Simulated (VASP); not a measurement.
Here is a VASP 6.6.1 calculation.

File INCAR:

```
  ALGO = Normal
  EDIFF = 1E-8
  ENCUT = 520
  GGA = PS
  ISIF = 2
  ISMEAR = -1
  LASPH = T
  LCHARG = F
  LEFG = T
  LREAL = F
  LWAVE = F
  NBANDS = 21
  NELM = 60
  PREC = Accurate
  SIGMA = 0.05
```

The input KPOINTS:

```
k-points
0
Gamma
  12 12 7
```

The input POSCAR:

```
Pb
1.0
    3.4800006906      0.0000000000      0.0000000000
   -1.7400003453      3.0137690032      0.0000000000
    0.0000000000      0.0000000000      5.5900000000
Pb
2
Direct
    0.3333333333      0.6666666667      0.2500000000
    0.6666666667      0.3333333333      0.7500000000
```

Potentials or basis: VASP PAW PBE potentials, release 64 (Pb_d).

The run is started by

```console
$ cat potpaw_PBE.64/Pb_d/POTCAR > POTCAR
$ mpirun -np 1 vasp_std > vasp.out
```

(1) What does it give for the band gap on the k mesh?

(2) Estimate the pressure.

## Answers

(1) zero (bands 14 and 15 overlap by 7.72 eV).

(2) 0.8 GPa.

Caveat: without QUAD_EFG the Cq values of the log hold for a quadrupole moment of 1 mb, not for the nuclei; the PAW data sets were made with another functional, which shifts forces and pressure a little; spin-orbit coupling is left out, which moves the levels of the heavy elements.
